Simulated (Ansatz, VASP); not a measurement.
## Two plane-wave programs on ZnO

```xyz
4
Lattice="3.2493 0.0000 0.0000 -1.6247 2.8140 0.0000 0.0000 0.0000 5.2057" Properties=species:S:1:pos:R:3 pbc="T T T"
Zn    0.0000    1.8760    2.6029
Zn    1.6247    0.9380    0.0000
O     1.6247    0.9380    1.9730
O     0.0000    1.8760    4.5759
```

Alike in both runs: task electric field gradients; functional LDA; k mesh 8 × 8 × 5; occupations fermi-dirac, width 0.02 eV; no spin polarisation.

```csv
,VASP,Ansatz
version,VASP 6.6.1,Ansatz 0.2.0
potentials or method,"VASP PAW LDA potentials, release 64 (Zn, O)","plane-wave PAW, scalar-relativistic"
plane-wave cutoff (eV),520,420
valence electrons in the cell,36,36
```

|  | VASP | Ansatz | Ansatz less VASP |
| --- | --- | --- | --- |
| pressure (GPa) | -6.0 | -7.3 | -1.30 |
| traceless stress, the component that is largest in VASP (GPa) | 1.20 | 1.16 | -0.041 |
| rms of the force components (eV/Å) | 0.032 | 0.029 | -0.0028 |
| size of Vzz on the site where it differs most (V/Å²) | 2.1 | 2.1 | -0.03 |

Ansatz warns that its potentials were made for another functional, while VASP's fit it. LDA's correlation is that of Perdew and Zunger in VASP and of Perdew and Wang (1992) in Ansatz. Atom by atom the forces differ by 0.003 eV/Å (rms over components).
